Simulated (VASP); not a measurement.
# Pd (Pm-3m) in VASP: further runs

The runs below take Pd through single point, relaxation of cell and atoms, with PBEsol.

All numbers are computed with VASP 6.6.1; they aren't measurements. Logs are shortened: lines on timing, memory, paths and dates and some standing lists are left out, and cuts for length are marked.

### 1 The cell of the first run

Symmetry: Pm-3m, No. 221, cubic system. The conventional cell has a = 2.566 Å, b = 2.566 Å, c = 2.566 Å, α = 90.00°, β = 90.00°, γ = 90.00°. Within 3.4 Å of Pd (site symmetry m-3m) lie 6 Pd at 2.57 Å.

### 2 Single point, PBEsol

File INCAR:

```
  PREC = Accurate
  ENCUT = 520
  EDIFF = 1E-7
  ISMEAR = 0
  SIGMA = 0.1
  LREAL = F
  LASPH = T
  NELM = 60
  ALGO = Fast
  ISIF = 2
  LWAVE = F
  LCHARG = T
  GGA = PS
  LELF = T
  LVHAR = T
  NBANDS = 11
```

File KPOINTS:

```
regular mesh
0
Gamma
  22 22 22
```

File POSCAR:

```
Pd
1.0
    2.5657792417      0.0000000000      0.0000000000
    0.0000000000      2.5657792417      0.0000000000
    0.0000000000      0.0000000000      2.5657792417
Pd
1
Direct
    0.0000000000      0.0000000000      0.0000000000
```

Potentials or basis: VASP PAW PBE potentials, release 64 (Pd).

Command:

```console
> cat potpaw_PBE.64/Pd/POTCAR > POTCAR
> mpirun -np 1 vasp_std > vasp.out
```

OUTCAR:

```text
PREC = Accurate
   ENCUT = 520
   EDIFF = 1E-7
   ISMEAR = 0
   LREAL = F
   LASPH = T
   NELM = 60
   ISIF = 2
   GGA = PS

 ion  position               nearest neighbor table
   1  0.000  0.000  0.000-

  LATTYP: Found a simple cubic cell.
 ALAT       =     2.5657792417

  Lattice vectors:

 A1 = (   2.5657792417,   0.0000000000,   0.0000000000)
 A2 = (   0.0000000000,   2.5657792417,   0.0000000000)
 A3 = (   0.0000000000,   0.0000000000,   2.5657792417)

Analysis of symmetry for initial positions (statically):
=====================================================================
 Subroutine PRICEL returns:
 Original cell was already a primitive cell.

 Routine SETGRP: Setting up the symmetry group for a
 simple cubic supercell.

 Subroutine GETGRP returns: Found 48 space group operations
 (whereof 48 operations were pure point group operations)
 out of a pool of 48 trial point group operations.

The static configuration has the point symmetry O_h .

Analysis of symmetry for dynamics (positions and initial velocities):
=====================================================================
 Subroutine PRICEL returns:
 Original cell was already a primitive cell.

 Routine SETGRP: Setting up the symmetry group for a
 simple cubic supercell.

 Subroutine GETGRP returns: Found 48 space group operations
 (whereof 48 operations were pure point group operations)
 out of a pool of 48 trial point group operations.

The dynamic configuration has the point symmetry O_h .

 Subroutine INISYM returns: Found 48 space group operations
 (whereof 48 operations are pure point group operations),
 and found     1 'primitive' translations

----------------------------------------------------------------------------------------

                                     Primitive cell

  volume of cell :      16.8911

  direct lattice vectors                    reciprocal lattice vectors
     2.565779242  0.000000000  0.000000000     0.389745144  0.000000000  0.000000000
     0.000000000  2.565779242  0.000000000     0.000000000  0.389745144  0.000000000
     0.000000000  0.000000000  2.565779242     0.000000000  0.000000000  0.389745144

  length of vectors
     2.565779242  2.565779242  2.565779242     0.389745144  0.389745144  0.389745144

  position of ions in fractional coordinates (direct lattice)
     0.000000000  0.000000000  0.000000000

  ion indices of the primitive-cell ions
   primitive index   ion index
                 1           1

[... 76 lines left out ...]
   NFREE  =      0    steps in history (QN), initial steepest desc. (CG)
   ISIF   =      2    stress and relaxation
   ISYM   =      2    0-nonsym 1-usesym 2-fastsym
   POTIM  = 0.5000    time-step for ionic-motion
   TEBEG  =    0.0;   TEEND  =   0.0 temperature during run
   PSTRESS=    0.0 pullay stress
   NELECT =      10.0000    total number of electrons
   NUPDOWN=      -1.0000    fix difference up-down
   EMIN   =  10.00;   EMAX   =-10.00  energy-range for DOS
   EFERMI =   0.00;   METHOD = LEGACY
   ISMEAR =     0;   SIGMA  =   0.10  broadening in eV -4-tet -1-fermi 0-gaus
   EFERMI_NEDOS =   21; number of points for ismear=-14 and -15
   IALGO  =     68    algorithm
   IMIX   =      4    mixing-type and parameters
     AMIX     =   0.40;   BMIX     =  1.00
     AMIX_MAG =   1.60;   BMIX_MAG =  1.00
  volume/ion in A,a.u.               =      16.89       113.99
  Fermi-wavevector in a.u.,A,eV,Ry     =   1.374640  2.597692 25.710035  1.889634
  Thomas-Fermi vector in A             =   2.500048
   LORBIT       =      0    0 simple, 1 ext, 2 COOP (PROOUT), +10 PAW based schemes
   GGA     = PS    functional components
   LHFCALC =     F    Hartree Fock is set to
   AEXX    =    0.0000 exact exchange contribution
   IVDW    =     0    specifies the selected vdW correction
   LEPSILON=     F    determine dielectric tensor
   LRPA    =     F    only Hartree local field effects (RPA)
 non-spin polarized calculation
 RMM-DIIS sequential band-by-band and
 Gauss-broadening in eV      SIGMA  =   0.10
  energy-cutoff  :      520.00
  volume of cell :       16.89
 maximum number of plane-waves:       480
 NGX is ok and might be reduce to    20
   NGX =  9   NGY =  9   NGZ =  9

 number of electron      10.0000000 magnetization

 Free energy of the ion-electron system (eV)
  ---------------------------------------------------
  ext. energy  EPLUGINS =         0.00000000
  ---------------------------------------------------
  free energy    TOTEN  =        -5.36872152 eV

  energy without entropy =       -5.36020904  energy(sigma->0) =       -5.36446528

 E-fermi :   7.7769     XC(G=0): -12.4308

 val. band max:        7.7763819629   @ k =   0.4091   0.0909   0.0455
 cond. band min:       7.7808231040   @ k =   0.1818   0.0455   0.0455
 fundamental gap:      0.0044411410
 Fermi energy:         7.7769340376

 k-point     1 :       0.0000    0.0000    0.0000
  band No.  band energies     occupation
      1       1.3892      2.00000
      2       2.9082      2.00000
      3       2.9082      2.00000
      4       7.8111      0.62940
      5       7.8111      0.62940
      6       7.8111      0.62939
      7      24.5249      0.00000
      8      24.5249      0.00000
      9      24.5249      0.00000
     10      31.1479      0.00000
     11      31.2246      0.00000
[... 309 lines left out ...]
 k-point    24 :       0.0909    0.0909    0.0000
  band No.  band energies     occupation
      1       1.8272      2.00000
      2       3.0625      2.00000
      3       3.1962      2.00000
      4       7.4997      1.99991
      5       7.6469      1.93406
      6       7.6939      1.75969
      7      23.1797      0.00000
      8      23.2901      0.00000
      9      25.2663      0.00000
     10      30.4646      0.00000
     11      32.3792      0.00000

 [... further k-points ...]
[... 5 lines left out ...]
  --------------------------------------------------------------------------------------
  -------------------------------------------------------------------------------------
  Total       -0.0404462     -0.0404462     -0.0404462      0.0000000      0.0000000     -0.0000000
  in kB       -3.8364550     -3.8364550     -3.8364550      0.0000000      0.0000000     -0.0000000
  external PRESSURE =      -3.8364550 kB  Pullay stress =       0.0000000 kB

 VOLUME and BASIS-vectors are now :
 -----------------------------------------------------------------------------
  energy-cutoff  :      520.00
  volume of cell :       16.89
      direct lattice vectors                 reciprocal lattice vectors
     2.565779242  0.000000000  0.000000000     0.389745144  0.000000000  0.000000000
     0.000000000  2.565779242  0.000000000     0.000000000  0.389745144  0.000000000
     0.000000000  0.000000000  2.565779242     0.000000000  0.000000000  0.389745144

 POSITION                                       TOTAL-FORCE (eV/Angst)
 -----------------------------------------------------------------------------------
      0.00000      0.00000      0.00000         0.000000      0.000000      0.000000
 -----------------------------------------------------------------------------------
    total drift:                               -0.000000     -0.000000     -0.000000

  FREE ENERGIE OF THE ION-ELECTRON SYSTEM (eV)
  ---------------------------------------------------
  free  energy   TOTEN  =        -5.3687215150 eV

  energy  without entropy=       -5.3602090447  energy(sigma->0) =       -5.36446528
```

stdout:

```text
POSCAR found type information on POSCAR Pd
 POSCAR found :  1 types and       1 ions
 scaLAPACK will be used
 -----------------------------------------------------------------------------
|                                                                             |
|                                                                             |
|     You enforced a specific xc type in the INCAR file but a different       |
|     I HOPE YOU KNOW WHAT YOU ARE DOING!                                     |
|                                                                             |
 -----------------------------------------------------------------------------

 LDA part: xc-table for (Slater+PW92), standard interpolation
 POSCAR, INCAR and KPOINTS ok, starting setup
 FFT: planning ... GRIDC
 FFT: planning ... GRID_SOFT
 FFT: planning ... GRID
 WAVECAR not read
 entering main loop
```

Run time: 2 min. Hardware: 1 thread of AMD EPYC 7R13, shared host; peak memory 0.15 GiB.

What came out:

```
Free energy            : -5.3687 eV
Pressure               : -0.4 GPa
Band gap on the k mesh : zero (band 5 reaches 9.12 eV, above the bottom of band 6 at 7.13 eV)
```

Caveat: the PAW data sets were made with another functional, which shifts forces and pressure a little.

### 3 Relaxation of cell and atoms, PBEsol

This run uses another cell than the first one, of 16.97 Å³/atom, 1.004 times its volume.

File INCAR:

```
PREC = Accurate ; ENCUT = 600
EDIFF = 1E-6 ; ISMEAR = 0
SIGMA = 0.1 ; LREAL = F
LASPH = T ; NELM = 80
ALGO = Normal ; ISIF = 3
LWAVE = F ; LCHARG = F
GGA = PS ; IBRION = 2
NSW = 100 ; EDIFFG = -0.01
```

File KPOINTS:

```
Automatic mesh
0
Gamma
  22 22 22
```

File POSCAR:

```
Pd
1.0
    2.5695925959      0.0000000000      0.0000000000
    0.0000000000      2.5695925959      0.0000000000
    0.0000000000      0.0000000000      2.5695925959
Pd
1
Direct
    0.0000000000      0.0000000000      0.0000000000
```

Potentials or basis: VASP PAW PBE potentials, release 64 (Pd).

Command:

```console
> cat potpaw_PBE.64/Pd/POTCAR > POTCAR
> mpirun -np 1 vasp_std > vasp.out
```

OUTCAR:

```text
PREC = Accurate
   ENCUT = 600
   EDIFF = 1E-6
   ISMEAR = 0
   LREAL = F
   LASPH = T
   NELM = 80
   ISIF = 3
   GGA = PS
   IBRION = 2
   NSW = 100
   EDIFFG = -0.01

 ion  position               nearest neighbor table
   1  0.000  0.000  0.000-

  LATTYP: Found a simple cubic cell.
 ALAT       =     2.5695925959

  Lattice vectors:

 A1 = (   2.5695925959,   0.0000000000,   0.0000000000)
 A2 = (   0.0000000000,   2.5695925959,   0.0000000000)
 A3 = (   0.0000000000,   0.0000000000,   2.5695925959)

Analysis of symmetry for initial positions (statically):
=====================================================================
 Subroutine PRICEL returns:
 Original cell was already a primitive cell.

 Routine SETGRP: Setting up the symmetry group for a
[... 249 lines left out ...]

 E-fermi :   7.8187     XC(G=0): -12.4473

 val. band max:        7.8185531556   @ k =   0.4091   0.0909   0.0455
 cond. band min:       7.8231804191   @ k =   0.1818   0.0455   0.0455
 fundamental gap:      0.0046272635
 Fermi energy:         7.8187404706

 k-point     1 :       0.0000    0.0000    0.0000
  band No.  band energies     occupation
      1       1.4113      2.00000
      2       2.9297      2.00000
      3       2.9297      2.00000
      4       7.8536      0.62223
      5       7.8536      0.62223
      6       7.8536      0.62222
      7      24.5872      0.00000
      8      24.5872      0.00000
      9      24.5872      0.00000
[... 265 lines left out ...]
 k-point    24 :       0.0909    0.0909    0.0000
  band No.  band energies     occupation
      1       1.8503      2.00000
      2       3.0847      2.00000
      3       3.2190      2.00000
      4       7.5406      1.99992
      5       7.6886      1.93438
      6       7.7359      1.75873
      7      23.2415      0.00000
      8      23.3529      0.00000
      9      25.3309      0.00000

 [... further k-points ...]
[... 5 lines left out ...]
  --------------------------------------------------------------------------------------
  -------------------------------------------------------------------------------------
  Total        0.0020692      0.0020692      0.0020692     -0.0000000      0.0000000      0.0000000
  in kB        0.1968217      0.1968217      0.1968217     -0.0000000      0.0000000      0.0000000
  external PRESSURE =       0.1968217 kB  Pullay stress =       0.0000000 kB
[... 16 lines left out ...]
  FREE ENERGIE OF THE ION-ELECTRON SYSTEM (eV)
  ---------------------------------------------------
  free  energy   TOTEN  =        -5.3690018737 eV

  energy  without entropy=       -5.3605047596  energy(sigma->0) =       -5.36475332

 reached required accuracy - stopping structural energy minimisation
```

CONTCAR:

```text
Pd
   1.00000000000000
     2.5633758659774104   -0.0000000000000000    0.0000000000000000
     0.0000000000000000    2.5633758659774104   -0.0000000000000000
     0.0000000000000000    0.0000000000000000    2.5633758659774104
  Pd
     1
Direct
     0.0000000000000000    0.0000000000000000    0.0000000000000000

  0.00000000E+00  0.00000000E+00  0.00000000E+00
```

It took 4.3 min on 1 thread of AMD EPYC 7R13, shared host; peak memory 0.18 GiB.

What came out:

```yaml
Free_energy: -5.3690 eV
Relaxed_volume: 16.84 Å³/atom
Relaxed_cell: a = 2.563 Å, b = 2.563 Å, c = 2.563 Å, α = 90.00°, β = 90.00°, γ = 90.00°
Space_group_after_relaxing_to_0.05_Å: Pm-3m (No. 221)
Energy_gained_by_relaxing: 0.4 meV/atom
Ionic_steps: 3
Pressure_after_relaxing: 0.0 GPa
Band_gap_on_the_k_mesh: zero (band 5 reaches 9.17 eV, above the bottom of band 6 at 7.17 eV)
```

The path:
| step | energy change (eV) | largest force (eV/Å) | pressure (GPa) | volume (Å³) |
| --- | --- | --- | --- | --- |
| 1 | 0.0000 | 0.0000 | -1.05 | 16.97 |
| 2 | 0.0002 | 0.0000 | 1.37 | 16.69 |
| 3 | -0.0004 | 0.0000 | 0.02 | 16.84 |

Final structure:
```yaml
crystal:
  lattice:
    - [2.56338, 0.00000, 0.00000]
    - [0.00000, 2.56338, 0.00000]
    - [0.00000, 0.00000, 2.56338]
  atoms:
    - { symbol: Pd, position: [0.00000, 0.00000, 0.00000] }
```

Caveat: the PAW data sets were made with another functional, which shifts forces and pressure a little.

### 4 Single point, PBEsol

This run uses another cell than the first one, of 16.97 Å³/atom, 1.004 times its volume.

File INCAR:

```
SYSTEM = Pd
PREC = Accurate ; ENCUT = 520
EDIFF = 1E-7 ; ISMEAR = 0
SIGMA = 0.1 ; LREAL = .FALSE.
LASPH = .TRUE. ; NELM = 100
ALGO = Fast ; ISIF = 2
LWAVE = .FALSE. ; LCHARG = .FALSE.
GGA = PS ; NBANDS = 11
```

File KPOINTS:

```
regular mesh
0
G
  6 6 6
  0 0 0
```

POSCAR is that of step 3.

Command:

```console
> cat potpaw_PBE.64/Pd/POTCAR > POTCAR
> mpirun -np 1 vasp_std > vasp.out
```

It took 5.8 s on 1 thread of AMD EPYC 7R13 (Zen 3), shared host; peak memory 0.09 GiB.

It converged, with:

```
Free energy            : -5.3188 eV
Pressure               : -0.4 GPa
Band gap on the k mesh : zero (band 5 reaches 9.08 eV, above the bottom of band 6 at 7.06 eV)
```

Levels at points of the mesh, in eV from the Fermi level:
| k point | band 2 | band 3 | band 4 | band 5 | band 6 | band 7 | band 8 | band 9 |
| --- | --- | --- | --- | --- | --- | --- | --- | --- |
| (0.00, 0.00, 0.00) | -4.65 | -4.65 | 0.19 | 0.19 | 0.19 | 16.87 | 16.87 | 16.87 |
| (0.50, 0.00, 0.00) | -4.00 | -1.48 | -1.48 | 0.34 | 0.35 | 5.23 | 18.50 | 21.59 |
| (0.50, 0.50, 0.00) | -3.45 | -1.16 | -1.16 | 1.42 | 5.67 | 5.67 | 12.17 | 12.71 |
| (0.50, 0.50, 0.50) | -3.98 | -3.98 | 1.52 | 1.52 | 11.09 | 11.56 | 11.56 | 11.56 |

Caveat: the k points lie up to 0.41 Å⁻¹ apart; the PAW data sets were made with another functional, which shifts forces and pressure a little.

### 5 The runs side by side

```tsv
task	cell	k mesh	cutoff (eV)	gap on the mesh (eV)	pressure (GPa)
single point	a = 2.566 Å, 1 atom	22 × 22 × 22	520	none	-0.4
relaxation of cell and atoms	relaxed from a = 2.570 Å, 1 atom	22 × 22 × 22	600	none	0.0
single point	a = 2.570 Å, 1 atom	6 × 6 × 6	520	none	-0.4
```

Alike in all rows: level PBEsol; potentials or basis VASP PAW PBE potentials, release 64 (Pd); no spin polarisation; smearing gaussian 0.1 eV.

Caveats: some runs use coarse meshes; the PAW data sets were made with another functional, which shifts forces and pressure a little.

Absolute energies hang on the potentials; compare differences alone.
